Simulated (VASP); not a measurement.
# Lu (Im-3m) in VASP: notebook

Runs on Lu. Level: r2SCAN. Tasks: relaxation of cell and atoms.

Program: VASP 6.6.1. These are calculated values, not measurements. Logs are shortened: lines on timing, memory, paths and dates and some standing lists are left out, and cuts for length are marked.

### 1 The cell of the first run

Symmetry: Im-3m, No. 229, cubic system. Conventional cell: a = 3.890 Å, b = 3.890 Å, c = 3.890 Å, α = 90.00°, β = 90.00°, γ = 90.00°. Within 4.4 Å of Lu (site symmetry m-3m) lie 14 Lu at 3.37 to 3.89 Å.

### 2 Relaxation of cell and atoms, r2SCAN

POSCAR reads:

```
Lu
1.0
    1.9450000000      1.9450000000      1.9450000000
   -1.9450000000      1.9450000000      1.9450000000
   -1.9450000000     -1.9450000000      1.9450000000
Lu
1
Direct
    0.0000000000      0.0000000000      0.0000000000
```

INCAR.step1 reads:

```
SYSTEM = Lu
ALGO     = Normal         ! electronic algorithm
EDIFF    = 1E-4           ! SCF threshold, eV
ENCUT    = 600            ! plane-wave cutoff, eV
GGA      = PE             ! functional
ISMEAR   = 1              ! smearing method
LASPH    = .True.         ! aspherical terms in the spheres
LCHARG   = .False.        ! write CHGCAR
LREAL    = .False.        ! projectors in reciprocal space
LWAVE    = .True.         ! write WAVECAR
NELM     = 100            ! most SCF steps
PREC     = Accurate       ! precision mode
SIGMA    = 0.1            ! smearing width, eV
```

INCAR.step2 reads:

```
SYSTEM = Lu
ALGO     = Normal         ! electronic algorithm
EDIFF    = 1E-6           ! SCF threshold, eV
EDIFFG   = -0.03          ! ionic threshold
ENCUT    = 600            ! plane-wave cutoff, eV
IBRION   = 2              ! ionic algorithm
ISIF     = 3              ! what is computed and relaxed
ISMEAR   = 1              ! smearing method
ISTART   = 1            
LASPH    = .True.         ! aspherical terms in the spheres
LCHARG   = .False.        ! write CHGCAR
LMIXTAU  = .True.       
LREAL    = .False.        ! projectors in reciprocal space
LWAVE    = .False.        ! write WAVECAR
METAGGA  = R2SCAN         ! meta-GGA
NELM     = 100            ! most SCF steps
NSW      = 80             ! ionic steps
PREC     = Accurate       ! precision mode
SIGMA    = 0.1            ! smearing width, eV
```

KPOINTS reads:

```
k-points
0
Gamma
  8 8 8
  0 0 0
```

Potentials or basis: VASP PAW PBE potentials, release 64 (Lu).

On the command line:

```
cat potpaw_PBE.64/Lu/POTCAR > POTCAR
cp INCAR.step1 INCAR
mpirun -np 1 vasp_std > vasp.out
cp INCAR.step2 INCAR
mpirun -np 1 vasp_std > vasp.out
```

OUTCAR:

```text
SYSTEM = Lu
   EDIFF = 1E-6
   EDIFFG = -0.03
   ENCUT = 600
   IBRION = 2
   ISIF = 3
   ISMEAR = 1
   ISTART = 1
   LASPH = .True.
   LREAL = .False.
   METAGGA = R2SCAN
   NELM = 100
   NSW = 80
   PREC = Accurate

 ion  position               nearest neighbor table
   1  0.000  0.000  0.000-

  LATTYP: Found a body centered cubic cell.
 ALAT       =     3.8900000000

  Lattice vectors:

 A1 = (   1.9450000000,  -1.9450000000,  -1.9450000000)
 A2 = (   1.9450000000,   1.9450000000,   1.9450000000)
 A3 = (  -1.9450000000,  -1.9450000000,   1.9450000000)

Analysis of symmetry for initial positions (statically):
=====================================================================
 Subroutine PRICEL returns:
 Original cell was already a primitive cell.

 Routine SETGRP: Setting up the symmetry group for a
 body centered cubic supercell.

 Subroutine GETGRP returns: Found 48 space group operations
 (whereof 48 operations were pure point group operations)
 out of a pool of 48 trial point group operations.

The static configuration has the point symmetry O_h .

Analysis of symmetry for dynamics (positions and initial velocities):
=====================================================================
 Subroutine PRICEL returns:
 Original cell was already a primitive cell.

 Routine SETGRP: Setting up the symmetry group for a
 body centered cubic supercell.

 Subroutine GETGRP returns: Found 48 space group operations
 (whereof 48 operations were pure point group operations)
 out of a pool of 48 trial point group operations.

The dynamic configuration has the point symmetry O_h .

 Subroutine INISYM returns: Found 48 space group operations
 (whereof 48 operations are pure point group operations),
 and found     1 'primitive' translations

----------------------------------------------------------------------------------------

                                     Primitive cell

  volume of cell :      29.4319

  direct lattice vectors                    reciprocal lattice vectors
     1.945000000  1.945000000  1.945000000     0.257069409  0.000000000  0.257069409
    -1.945000000  1.945000000  1.945000000    -0.257069409  0.257069409  0.000000000
    -1.945000000 -1.945000000  1.945000000     0.000000000 -0.257069409  0.257069409

  length of vectors
     3.368838821  3.368838821  3.368838821     0.363551044  0.363551044  0.363551044

  position of ions in fractional coordinates (direct lattice)
     0.000000000  0.000000000  0.000000000

  ion indices of the primitive-cell ions
   primitive index   ion index
                 1           1

----------------------------------------------------------------------------------------

 KPOINTS: k-points

Automatic generation of k-mesh.
 Grid dimensions read from file:
 generate k-points for:    8    8    8

 Generating k-lattice:

  Cartesian coordinates                     Fractional coordinates (reciprocal lattice)
     0.032133676  0.000000000  0.032133676     0.125000000  0.000000000  0.000000000
    -0.032133676  0.032133676  0.000000000     0.000000000  0.125000000  0.000000000
     0.000000000 -0.032133676  0.032133676     0.000000000  0.000000000  0.125000000

  Length of vectors
     0.045443881  0.045443881  0.045443881

  Shift w.r.t. Gamma in fractional coordinates (k-lattice)
     0.000000000  0.000000000  0.000000000

 Subroutine IBZKPT returns following result:
 ===========================================

 Found     29 irreducible k-points:

 Following reciprocal coordinates:
            Coordinates               Weight
  0.000000  0.000000  0.000000      1.000000
  0.125000  0.000000  0.000000     12.000000
  0.250000  0.000000  0.000000     12.000000
  0.375000  0.000000  0.000000     12.000000
  0.500000  0.000000  0.000000      6.000000
  0.250000  0.125000  0.000000     24.000000
[... 16 lines left out ...]
  0.375000  0.250000  0.250000     24.000000
  0.500000  0.250000  0.250000     12.000000
 [... further k-points ...]
   k-points           NKPTS =     29   k-points in BZ     NKDIM =     29   number of bands    NBANDS=     16
   number of dos      NEDOS =    301   number of ions     NIONS =      1
   total plane-waves  NPLWV =  21952
   dimension x,y,z NGX =    28 NGY =   28 NGZ =   28
   dimension x,y,z NGXF=    56 NGYF=   56 NGZF=   56
   ions per type =               1
   NGX,Y,Z   is equivalent  to a cutoff of  13.82, 13.82, 13.82 a.u.
   NGXF,Y,Z  is equivalent  to a cutoff of  27.63, 27.63, 27.63 a.u.
 SYSTEM =  Lu
   PREC   = accura    normal or accurate (medium, high low for compatibility)
   ISTART =      1    job   : 0-new  1-cont  2-samecut
   ICHARG =      0    charge: 1-file 2-atom 10-const
   ISPIN  =      1    spin polarized calculation?
   LNONCOLLINEAR =      F non collinear calculations
   LSORBIT =      F    spin-orbit coupling
   LASPH  =      T    aspherical Exc in radial PAW
   ENCUT  =  600.0 eV  44.10 Ry    6.64 a.u.   6.73  6.73  6.73*2*pi/ulx,y,z
   NELM   =    100;   NELMIN=  2; NELMDL=  0     # of ELM steps
   EDIFF  = 0.1E-05   stopping-criterion for ELM
   LREAL  =      F    real-space projection
   EDIFFG = -.3E-01   stopping-criterion for IOM
   NSW    =     80    number of steps for IOM
   IBRION =      2    ionic relax: 0-MD 1-quasi-New 2-CG
   NFREE  =      1    steps in history (QN), initial steepest desc. (CG)
   ISIF   =      3    stress and relaxation
   ISYM   =      2    0-nonsym 1-usesym 2-fastsym
   POTIM  = 0.5000    time-step for ionic-motion
   TEBEG  =    0.0;   TEEND  =   0.0 temperature during run
   PSTRESS=    0.0 pullay stress
   NELECT =      25.0000    total number of electrons
   NUPDOWN=      -1.0000    fix difference up-down
   EMIN   =  10.00;   EMAX   =-10.00  energy-range for DOS
   EFERMI =   0.00;   METHOD = LEGACY
   ISMEAR =     1;   SIGMA  =   0.10  broadening in eV -4-tet -1-fermi 0-gaus
   EFERMI_NEDOS =   21; number of points for ismear=-14 and -15
   IALGO  =     38    algorithm
   IMIX   =      4    mixing-type and parameters
     AMIX     =   0.40;   BMIX     =  1.00
     AMIX_MAG =   1.60;   BMIX_MAG =  1.00
  volume/ion in A,a.u.               =      29.43       198.62
  Fermi-wavevector in a.u.,A,eV,Ry     =   1.550417  2.929864 32.705594  2.403793
  Thomas-Fermi vector in A             =   2.655083
   LORBIT       =      0    0 simple, 1 ext, 2 COOP (PROOUT), +10 PAW based schemes
   METAGGA = R2SCAN    functional components
   LHFCALC =     F    Hartree Fock is set to
   AEXX    =    0.0000 exact exchange contribution
   IVDW    =     0    specifies the selected vdW correction
   LEPSILON=     F    determine dielectric tensor
   LRPA    =     F    only Hartree local field effects (RPA)
 conjugate gradient relaxation of ions
 non-spin polarized calculation
 Methfessel and Paxton  Order N= 1 SIGMA  =   0.10
  energy-cutoff  :      600.00
  volume of cell :       29.43
 maximum number of plane-waves:       993
   NGX = 13   NGY = 13   NGZ = 13

--------------------------------------- Ionic step        1  -------------------------------------------

 number of electron      24.9999992 magnetization

 Free energy of the ion-electron system (eV)
  ---------------------------------------------------
  ext. energy  EPLUGINS =         0.00000000
  ---------------------------------------------------
  free energy    TOTEN  =       -37.94404324 eV

  energy without entropy =      -37.94501638  energy(sigma->0) =      -37.94436762

------------------------ aborting loop because EDIFF is reached ----------------------------------------

  FORCE on cell =-STRESS in cart. coord.  units (eV):
  Direction    XX          YY          ZZ          XY          YZ          ZX
  --------------------------------------------------------------------------------------
  -------------------------------------------------------------------------------------
  Total        0.0488064      0.0488064      0.0488064      0.0000000     -0.0000000      0.0000000
  in kB        2.6568613      2.6568613      2.6568613      0.0000000     -0.0000000      0.0000000
  external PRESSURE =       2.6568613 kB  Pullay stress =       0.0000000 kB

 VOLUME and BASIS-vectors are now :
 -----------------------------------------------------------------------------
  energy-cutoff  :      600.00
  volume of cell :       29.43
      direct lattice vectors                 reciprocal lattice vectors
     1.945000000  1.945000000  1.945000000     0.257069409  0.000000000  0.257069409
    -1.945000000  1.945000000  1.945000000    -0.257069409  0.257069409  0.000000000
    -1.945000000 -1.945000000  1.945000000     0.000000000 -0.257069409  0.257069409

 POSITION                                       TOTAL-FORCE (eV/Angst)
 -----------------------------------------------------------------------------------
      0.00000      0.00000      0.00000         0.000000      0.000000      0.000000
 -----------------------------------------------------------------------------------
    total drift:                               -0.000000      0.000000     -0.000000

  FREE ENERGIE OF THE ION-ELECTRON SYSTEM (eV)
  ---------------------------------------------------
  free  energy   TOTEN  =       -37.9440432356 eV

  energy  without entropy=      -37.9450163841  energy(sigma->0) =      -37.94436762

--------------------------------------- Ionic step        2  -------------------------------------------

 number of electron      24.9999994 magnetization

 Free energy of the ion-electron system (eV)
  ---------------------------------------------------
  ext. energy  EPLUGINS =         0.00000000
  ---------------------------------------------------
  free energy    TOTEN  =       -37.94444507 eV

  energy without entropy =      -37.94544915  energy(sigma->0) =      -37.94477976

 E-fermi :   2.2707     XC(G=0): -11.5044

 val. band max:        2.2698799779   @ k =  -0.3750   0.3750   0.1250
 cond. band min:       2.3429151132   @ k =   0.1250   0.5000   0.1250
 fundamental gap:      0.0730351352
 Fermi energy:         2.2707260846

 k-point     1 :       0.0000    0.0000    0.0000
  band No.  band energies     occupation
      1     -55.9077      2.00000
      2     -25.6726      2.00000
      3     -25.6726      2.00000
      4     -25.6726      2.00000
      5      -4.1226      2.00000
      6      -3.1483      2.00000
[... 8 lines left out ...]
     15       4.7008      0.00000
     16       6.8422      0.00000

 k-point     2 :       0.1250    0.0000    0.0000
  band No.  band energies     occupation
      1     -55.9031      2.00000
      2     -25.7449      2.00000
      3     -25.6953      2.00000
      4     -25.6729      2.00000
      5      -3.6624      2.00000
      6      -3.1446      2.00000
[... 8 lines left out ...]
     15       5.1564      0.00000
     16       6.4372      0.00000
[... 387 lines left out ...]
      5      -3.1304      2.00000
      6      -3.1160      2.00000
[... 8 lines left out ...]
     15       4.9207      0.00000
     16       7.0493      0.00000

 k-point    24 :       0.5000    0.2500    0.2500
  band No.  band energies     occupation
      1     -55.8645      2.00000
      2     -26.0742      2.00000
      3     -25.9145      2.00000
      4     -25.8416      2.00000
      5      -3.1391      2.00000
      6      -3.1180      2.00000
[... 8 lines left out ...]
     15       4.5679      0.00000
     16       8.2330      0.00000

 [... further k-points ...]
[... 5 lines left out ...]
  --------------------------------------------------------------------------------------
  -------------------------------------------------------------------------------------
  Total        0.0069522      0.0069522      0.0069522      0.0000000      0.0000000     -0.0000000
  in kB        0.3757914      0.3757914      0.3757914      0.0000000      0.0000000     -0.0000000
  external PRESSURE =       0.3757914 kB  Pullay stress =       0.0000000 kB

 VOLUME and BASIS-vectors are now :
 -----------------------------------------------------------------------------
  energy-cutoff  :      600.00
  volume of cell :       29.64
      direct lattice vectors                 reciprocal lattice vectors
     1.949579604  1.949579604  1.949579604     0.256465547  0.000000000  0.256465547
    -1.949579604  1.949579604  1.949579604    -0.256465547  0.256465547  0.000000000
    -1.949579604 -1.949579604  1.949579604     0.000000000 -0.256465547  0.256465547

 POSITION                                       TOTAL-FORCE (eV/Angst)
 -----------------------------------------------------------------------------------
     -1.94958     -1.94958      1.94958         0.000000      0.000000     -0.000000
 -----------------------------------------------------------------------------------
    total drift:                               -0.000000     -0.000000      0.000000

  FREE ENERGIE OF THE ION-ELECTRON SYSTEM (eV)
  ---------------------------------------------------
  free  energy   TOTEN  =       -37.9444450691 eV

  energy  without entropy=      -37.9454491511  energy(sigma->0) =      -37.94477976

 reached required accuracy - stopping structural energy minimisation
```

Wall time 2.4 min (1 thread of Intel Xeon Platinum 8259CL at 2.50GHz (Skylake/Cascade Lake), shared host); peak memory 0.19 GiB.

Results:

```
Free energy                            : -37.9444 eV
Relaxed volume                         : 29.64 Å³/atom
Relaxed cell                           : a = 3.377 Å, b = 3.377 Å, c = 3.377 Å, α = 70.53°, β = 109.47°, γ = 70.53°
Space group after relaxing (to 0.05 Å) : Im-3m (No. 229)
Energy gained by relaxing              : 0.4 meV/atom
Ionic steps                            : 2
Pressure after relaxing                : 0.0 GPa
```

The path:
| step | energy change (eV) | largest force (eV/Å) | pressure (GPa) | volume (Å³) |
| --- | --- | --- | --- | --- |
| 1 | 0.0000 | 0.0000 | 0.27 | 29.43 |
| 2 | -0.0004 | 0.0000 | 0.04 | 29.64 |

Final structure:
```
Lu
1.0
     1.94958    1.94958    1.94958
    -1.94958    1.94958    1.94958
    -1.94958   -1.94958    1.94958
Lu
1
Direct
  0.00000 0.00000 0.00000
```

Levels at points of the mesh, in eV from the Fermi level:
| k point | band 10 | band 11 | band 12 | band 13 | band 14 | band 15 |
| --- | --- | --- | --- | --- | --- | --- |
| (0.00, 0.00, 0.00) | -5.33 | -5.33 | -5.31 | 2.43 | 2.43 | 2.43 |
| (0.50, 0.00, 0.00) | -5.33 | -5.32 | -2.55 | 0.27 | 0.58 | 4.41 |
| (0.50, 0.50, 0.50) | -5.32 | -5.32 | -1.60 | -1.60 | 5.91 | 5.91 |

Caveat: the PAW data sets were made with another functional, which shifts forces and pressure a little; spin-orbit coupling is left out, which moves the levels of the heavy elements.

(Continued in part 2 of 2.)
